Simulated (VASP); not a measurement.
# Te (R-3m) in VASP: further runs

Te is run at these levels: PBEsol; tasks: single point.

Program: VASP 6.6.1. These are calculated values, not measurements. Logs are shortened: lines on timing, memory, paths and dates and some standing lists are left out, and cuts for length are marked.

## 1. The cell of the first run

Symmetry: R-3m, No. 166, trigonal system. The conventional cell has a = 4.582 Å, b = 4.582 Å, c = 5.144 Å, α = 90.00°, β = 90.00°, γ = 120.00°. Within 4.1 Å of Te (site symmetry -3m) lie 6 Te at 3.15 Å.

## 2. Single point, PBEsol (31.18 Å³/atom)

INCAR

```
  PREC = Accurate
  ENCUT = 520
  EDIFF = 1E-6
  ISMEAR = 0
  SIGMA = 0.15
  LREAL = False
  LASPH = True
  NELM = 80
  ALGO = Normal
  ISIF = 2
  LWAVE = False
  LCHARG = False
  GGA = PS
  NBANDS = 9
```

KPOINTS

```
Automatic mesh
0
Gamma
  15 15 15
```

POSCAR

```
Te
1.0
    2.2910623332      1.3227454549      1.7146310502
   -2.2910623332      1.3227454549      1.7146310502
    0.0000000000     -2.6454909096      1.7146310503
Te
1
Direct
    0.5000000000      0.5000000000      0.5000000000
```

Potentials or basis: VASP PAW PBE potentials, release 64 (Te).

Run with:

```
$ cat potpaw_PBE.64/Te/POTCAR > POTCAR
$ mpirun -np 1 vasp_std > vasp.out
```

OUTCAR:

```text
PREC = Accurate
   ENCUT = 520
   EDIFF = 1E-6
   ISMEAR = 0
   LREAL = False
   LASPH = True
   NELM = 80
   ISIF = 2
   GGA = PS

 ion  position               nearest neighbor table
   1  0.500  0.500  0.500-

  LATTYP: Found a trigonal (rhomboedric) cell.
 ALAT       =     3.1525516318
 COS(alpha) =    -0.0562808104

  Lattice vectors:

 A1 = (   2.2910623332,   1.3227454549,   1.7146310502)
 A2 = (  -2.2910623332,   1.3227454549,   1.7146310502)
 A3 = (   0.0000000000,  -2.6454909096,   1.7146310503)

Analysis of symmetry for initial positions (statically):
=====================================================================
 Subroutine PRICEL returns:
 Original cell was already a primitive cell.

 Routine SETGRP: Setting up the symmetry group for a
 trigonal (rhombohedral) supercell.

 Subroutine GETGRP returns: Found 12 space group operations
 (whereof 12 operations were pure point group operations)
 out of a pool of 12 trial point group operations.

The static configuration has the point symmetry D_3d.

Analysis of symmetry for dynamics (positions and initial velocities):
=====================================================================
 Subroutine PRICEL returns:
 Original cell was already a primitive cell.

 Routine SETGRP: Setting up the symmetry group for a
 trigonal (rhombohedral) supercell.

 Subroutine GETGRP returns: Found 12 space group operations
 (whereof 12 operations were pure point group operations)
 out of a pool of 12 trial point group operations.

The dynamic configuration has the point symmetry D_3d.

 Subroutine INISYM returns: Found 12 space group operations
 (whereof 12 operations are pure point group operations),
 and found     1 'primitive' translations

----------------------------------------------------------------------------------------

                                     Primitive cell

  volume of cell :      31.1771

  direct lattice vectors                    reciprocal lattice vectors
     2.291062333  1.322745455  1.714631050     0.218239370  0.126000559  0.194405282
    -2.291062333  1.322745455  1.714631050    -0.218239370  0.126000559  0.194405282
     0.000000000 -2.645490910  1.714631050     0.000000000 -0.252001118  0.194405282

  length of vectors
     3.152551632  3.152551632  3.152551632     0.318273432  0.318273432  0.318273432

  position of ions in fractional coordinates (direct lattice)
     0.500000000  0.500000000  0.500000000

  ion indices of the primitive-cell ions
   primitive index   ion index
                 1           1

----------------------------------------------------------------------------------------

 KPOINTS: Automatic mesh

Automatic generation of k-mesh.
 Grid dimensions read from file:
 generate k-points for:   15   15   15

 Generating k-lattice:

  Cartesian coordinates                     Fractional coordinates (reciprocal lattice)
     0.014549291  0.008400037  0.012960352     0.066666667  0.000000000  0.000000000
    -0.014549291  0.008400037  0.012960352     0.000000000  0.066666667  0.000000000
     0.000000000 -0.016800075  0.012960352     0.000000000  0.000000000  0.066666667

  Length of vectors
     0.021218229  0.021218229  0.021218229

  Shift w.r.t. Gamma in fractional coordinates (k-lattice)
     0.000000000  0.000000000  0.000000000

 Subroutine IBZKPT returns following result:
 ===========================================

 Found    344 irreducible k-points:

 Following reciprocal coordinates:
            Coordinates               Weight
  0.000000  0.000000  0.000000      1.000000
  0.066667 -0.000000  0.000000      6.000000
  0.133333 -0.000000  0.000000      6.000000
  0.200000  0.000000  0.000000      6.000000
  0.266667 -0.000000  0.000000      6.000000
  0.333333  0.000000 -0.000000      6.000000
[... 16 lines left out ...]
  0.133333  0.133333  0.000000      6.000000
  0.200000  0.133333 -0.000000     12.000000
 [... further k-points ...]
   k-points           NKPTS =    344   k-points in BZ     NKDIM =    344   number of bands    NBANDS=      9
   number of dos      NEDOS =    301   number of ions     NIONS =      1
   total plane-waves  NPLWV =  13824
   dimension x,y,z NGX =    24 NGY =   24 NGZ =   24
   dimension x,y,z NGXF=    48 NGYF=   48 NGZF=   48
   ions per type =               1
   NGX,Y,Z   is equivalent  to a cutoff of  12.66, 12.66, 12.66 a.u.
   NGXF,Y,Z  is equivalent  to a cutoff of  25.31, 25.31, 25.31 a.u.
 SYSTEM =  unknown system
   PREC   = accura    normal or accurate (medium, high low for compatibility)
   ISTART =      0    job   : 0-new  1-cont  2-samecut
   ICHARG =      2    charge: 1-file 2-atom 10-const
   ISPIN  =      1    spin polarized calculation?
   LNONCOLLINEAR =      F non collinear calculations
   LSORBIT =      F    spin-orbit coupling
   LASPH  =      T    aspherical Exc in radial PAW
   ENCUT  =  520.0 eV  38.22 Ry    6.18 a.u.   5.86  5.86  5.86*2*pi/ulx,y,z
   NELM   =     80;   NELMIN=  2; NELMDL= -5     # of ELM steps
   EDIFF  = 0.1E-05   stopping-criterion for ELM
   LREAL  =      F    real-space projection
   EDIFFG = 0.1E-04   stopping-criterion for IOM
   NSW    =      0    number of steps for IOM
   IBRION =     -1    ionic relax: 0-MD 1-quasi-New 2-CG
   NFREE  =      0    steps in history (QN), initial steepest desc. (CG)
   ISIF   =      2    stress and relaxation
   ISYM   =      2    0-nonsym 1-usesym 2-fastsym
   POTIM  = 0.5000    time-step for ionic-motion
   TEBEG  =    0.0;   TEEND  =   0.0 temperature during run
   PSTRESS=    0.0 pullay stress
   NELECT =       6.0000    total number of electrons
   NUPDOWN=      -1.0000    fix difference up-down
   EMIN   =  10.00;   EMAX   =-10.00  energy-range for DOS
   EFERMI =   0.00;   METHOD = LEGACY
   ISMEAR =     0;   SIGMA  =   0.15  broadening in eV -4-tet -1-fermi 0-gaus
   EFERMI_NEDOS =   21; number of points for ismear=-14 and -15
   IALGO  =     38    algorithm
   IMIX   =      4    mixing-type and parameters
     AMIX     =   0.40;   BMIX     =  1.00
     AMIX_MAG =   1.60;   BMIX_MAG =  1.00
  volume/ion in A,a.u.               =      31.18       210.39
  Fermi-wavevector in a.u.,A,eV,Ry     =   0.945178  1.786127 12.154917  0.893361
  Thomas-Fermi vector in A             =   2.073054
   LORBIT       =      0    0 simple, 1 ext, 2 COOP (PROOUT), +10 PAW based schemes
   GGA     = PS    functional components
   LHFCALC =     F    Hartree Fock is set to
   AEXX    =    0.0000 exact exchange contribution
   IVDW    =     0    specifies the selected vdW correction
   LEPSILON=     F    determine dielectric tensor
   LRPA    =     F    only Hartree local field effects (RPA)
 non-spin polarized calculation
 Gauss-broadening in eV      SIGMA  =   0.15
  energy-cutoff  :      520.00
  volume of cell :       31.18
 maximum number of plane-waves:       864
   NGX = 11   NGY = 11   NGZ = 11

 number of electron       5.9999999 magnetization

 Free energy of the ion-electron system (eV)
  ---------------------------------------------------
  ext. energy  EPLUGINS =         0.00000000
  ---------------------------------------------------
  free energy    TOTEN  =        -3.51280331 eV

  energy without entropy =       -3.50776328  energy(sigma->0) =       -3.51028330

 E-fermi :   6.8891     XC(G=0):  -9.6413

 val. band max:        6.8862938395   @ k =  -0.2667   0.4000   0.2000
 cond. band min:       6.9115251457   @ k =   0.4000   0.3333   0.2000
 fundamental gap:      0.0252313062
 Fermi energy:         6.8890850268

 k-point     1 :       0.0000    0.0000    0.0000
  band No.  band energies     occupation
      1      -7.0525      2.00000
      2       7.9437      0.00000
      3       8.3270      0.00000
      4       8.3270      0.00000
      5      12.9702      0.00000
      6      12.9702      0.00000
      7      13.4677      0.00000
      8      24.0753      0.00000
      9      24.0882      0.00000

 k-point     2 :       0.0667   -0.0000    0.0000
  band No.  band energies     occupation
      1      -6.9967      2.00000
      2       7.4851      0.00000
      3       8.1633      0.00000
      4       8.3750      0.00000
      5      13.0223      0.00000
      6      13.2837      0.00000
      7      13.9897      0.00000
      8      22.8039      0.00000
      9      22.8793      0.00000

 k-point     3 :       0.1333   -0.0000    0.0000
  band No.  band energies     occupation
      1      -6.8318      2.00000
      2       6.1526      2.00000
      3       8.2684      0.00000
      4       8.5151      0.00000
      5      13.1764      0.00000
      6      13.5224      0.00000
      7      15.6021      0.00000
      8      21.4575      0.00000
      9      21.5396      0.00000

 k-point     4 :       0.2000    0.0000    0.0000
  band No.  band energies     occupation
      1      -6.5662      2.00000
      2       4.6830      2.00000
      3       8.4805      0.00000
      4       8.7346      0.00000
      5      13.4253      0.00000
      6      13.8331      0.00000
      7      17.4904      0.00000
      8      20.2791      0.00000
      9      20.3197      0.00000
[... 205 lines left out ...]
 k-point    22 :      -0.0667    0.0667    0.0000
  band No.  band energies     occupation
      1      -6.9459      2.00000
      2       7.4716      0.00000
      3       7.7643      0.00000
      4       8.3281      0.00000
      5      13.1809      0.00000
      6      13.7362      0.00000
      7      14.1010      0.00000
      8      21.4152      0.00000
      9      22.8048      0.00000

 k-point    23 :       0.1333    0.1333    0.0000
  band No.  band energies     occupation
      1      -6.5920      2.00000
      2       6.1862      2.00000
      3       6.2767      2.00000
      4       8.5851      0.00000
      5      13.5991      0.00000
      6      15.8680      0.00000
      7      16.0332      0.00000
      8      20.7887      0.00000
      9      21.7276      0.00000

 k-point    24 :       0.2000    0.1333   -0.0000
  band No.  band energies     occupation
      1      -6.3183      2.00000
      2       4.7659      2.00000
      3       6.4200      1.99999
      4       8.8019      0.00000
      5      13.8879      0.00000
      6      16.1784      0.00000
      7      17.7033      0.00000
      8      19.6227      0.00000
      9      20.5779      0.00000

 [... further k-points ...]

------------------------ aborting loop because EDIFF is reached ----------------------------------------

  FORCE on cell =-STRESS in cart. coord.  units (eV):
  Direction    XX          YY          ZZ          XY          YZ          ZX
  --------------------------------------------------------------------------------------
  -------------------------------------------------------------------------------------
  Total       -0.0554584     -0.0554584     -0.0110558      0.0000000      0.0000000      0.0000000
  in kB       -2.8499886     -2.8499886     -0.5681544      0.0000000      0.0000000      0.0000000
  external PRESSURE =      -2.0893772 kB  Pullay stress =       0.0000000 kB

 VOLUME and BASIS-vectors are now :
 -----------------------------------------------------------------------------
  energy-cutoff  :      520.00
  volume of cell :       31.18
      direct lattice vectors                 reciprocal lattice vectors
     2.291062333  1.322745455  1.714631050     0.218239370  0.126000559  0.194405282
    -2.291062333  1.322745455  1.714631050    -0.218239370  0.126000559  0.194405282
     0.000000000 -2.645490910  1.714631050     0.000000000 -0.252001118  0.194405282

 POSITION                                       TOTAL-FORCE (eV/Angst)
 -----------------------------------------------------------------------------------
      0.00000      0.00000      2.57195         0.000000      0.000000     -0.000000
 -----------------------------------------------------------------------------------
    total drift:                                0.000000      0.000000     -0.000000

  FREE ENERGIE OF THE ION-ELECTRON SYSTEM (eV)
  ---------------------------------------------------
  free  energy   TOTEN  =        -3.5128033091 eV

  energy  without entropy=       -3.5077632815  energy(sigma->0) =       -3.51028330
```

Run time: 15 s. Hardware: 1 thread of Intel Xeon 6975P-C (Granite Rapids), shared host; peak memory 0.2 GiB.

What came out:

```yaml
Free_energy: -3.5128 eV
Pressure: -0.2 GPa
Band_gap_on_the_k_mesh: zero (bands 3 and 4 overlap by 5.10 eV)
```

Levels at points of the mesh, in eV from the Fermi level:
| k point | band 1 | band 2 | band 3 | band 4 | band 5 | band 6 | band 7 | band 8 |
| --- | --- | --- | --- | --- | --- | --- | --- | --- |
| (0.00, 0.00, 0.00) | -13.94 | 1.05 | 1.44 | 1.44 | 6.08 | 6.08 | 6.58 | 17.19 |

Caveat: the PAW data sets were made with another functional, which shifts forces and pressure a little; spin-orbit coupling is left out, which moves the levels of the heavy elements.

## 3. Single point, PBEsol (32.01 Å³/atom)

This run uses another cell than the first one, of 32.01 Å³/atom.

INCAR

```
PREC = Accurate ; ENCUT = 520
EDIFF = 1E-6 ; ISMEAR = 0
SIGMA = 0.15 ; LREAL = False
LASPH = True ; NELM = 100
ALGO = Normal ; ISIF = 2
LWAVE = False ; LCHARG = True
GGA = PS ; LELF = True
LVHAR = True ; NBANDS = 9
```

KPOINTS is that of step 2.

POSCAR

```
Te
1.0
    2.3319165471      1.3463326462      1.6991898573
   -2.3319165471      1.3463326462      1.6991898573
    0.0000000000     -2.6926652923      1.6991898574
Te
1
Direct
    0.5000000000      0.5000000000      0.5000000000
```

Potentials or basis: VASP PAW PBE potentials, release 64 (Te).

Run with:

```
$ cat potpaw_PBE.64/Te/POTCAR > POTCAR
$ mpirun -np 1 vasp_std > vasp.out
```

Wall time 14 s (1 thread of Intel Xeon 6975P-C (Granite Rapids), shared host); peak memory 0.21 GiB.

The run converged. Its results:

```
Free energy            : -3.5059 eV
Pressure               : -1.8 GPa
Band gap on the k mesh : zero (bands 3 and 4 overlap by 4.71 eV)
```

Stress tensor (GPa, compression positive):
```
-2.05  0.00  0.00
 0.00 -2.05  0.00
 0.00  0.00 -1.41
```

Levels at points of the mesh, in eV from the Fermi level:
| k point | band 1 | band 2 | band 3 | band 4 | band 5 | band 6 | band 7 | band 8 |
| --- | --- | --- | --- | --- | --- | --- | --- | --- |
| (0.00, 0.00, 0.00) | -13.71 | 0.99 | 1.48 | 1.48 | 6.17 | 6.17 | 6.50 | 16.58 |

Caveat: the PAW data sets were made with another functional, which shifts forces and pressure a little; spin-orbit coupling is left out, which moves the levels of the heavy elements.

## 4. Single point, PBEsol (32.01 Å³/atom)

This run uses another cell than the first one, of 32.01 Å³/atom.

INCAR

```
SYSTEM = Te
ALGO = Normal
EDIFF = 1E-6
ENCUT = 520
GGA = PS
ISIF = 2
ISMEAR = 0
LASPH = .TRUE.
LCHARG = .FALSE.
LREAL = .FALSE.
LWAVE = .FALSE.
NBANDS = 9
NELM = 80
PREC = Accurate
SIGMA = 0.15
```

KPOINTS

```
k-points
0
G
  15 15 15
  0 0 0
```

POSCAR

```
Te
1.0
    2.2907443410      1.3225618620      1.7608188168
   -2.2907443410      1.3225618620      1.7608188168
    0.0000000000     -2.6451237238      1.7608188168
Te
1
Direct
    0.5000000000      0.5000000000      0.5000000000
```

Run with:

```
$ cat potpaw_PBE.64/Te/POTCAR > POTCAR
$ mpirun -np 1 vasp_std > vasp.out
```

It took 15 s on 1 thread of Intel Xeon 6975P-C (Granite Rapids), shared host; peak memory 0.21 GiB.

Results (log left out):

```
Free energy            : -3.5093 eV
Pressure               : -1.5 GPa
Band gap on the k mesh : zero (bands 3 and 4 overlap by 5.15 eV)
```

Stress tensor (GPa, compression positive):
```
-1.60  0.00  0.00
 0.00 -1.60  0.00
 0.00  0.00 -1.30
```

Levels at points of the mesh, in eV from the Fermi level:
| k point | band 1 | band 2 | band 3 | band 4 | band 5 | band 6 | band 7 | band 8 |
| --- | --- | --- | --- | --- | --- | --- | --- | --- |
| (0.00, 0.00, 0.00) | -13.75 | 1.08 | 1.34 | 1.34 | 6.07 | 6.07 | 6.44 | 17.40 |

Caveat: the PAW data sets were made with another functional, which shifts forces and pressure a little; spin-orbit coupling is left out, which moves the levels of the heavy elements.

## 5. Summary

```tsv
cell	gap on the mesh (eV)	pressure (GPa)
a = 3.153 Å, angles 93.2°, 1 atom	none	-0.2
a = 3.184 Å, angles 94.2°, 1 atom	none	-1.8
a = 3.178 Å, angles 92.3°, 1 atom	none	-1.5
```

Alike in all rows: task single point; level PBEsol; potentials or basis VASP PAW PBE potentials, release 64 (Te); no spin polarisation; k mesh 15 × 15 × 15; cutoff (eV) 520; smearing gaussian 0.15 eV.

Caveats: the PAW data sets were made with another functional, which shifts forces and pressure a little; spin-orbit coupling is left out, which moves the levels of the heavy elements.

Total energies depend on the potentials used, so only differences within one code and one set of settings carry meaning.

The gap in the log of VASP goes by the Fermi energy; the results here count the filled bands.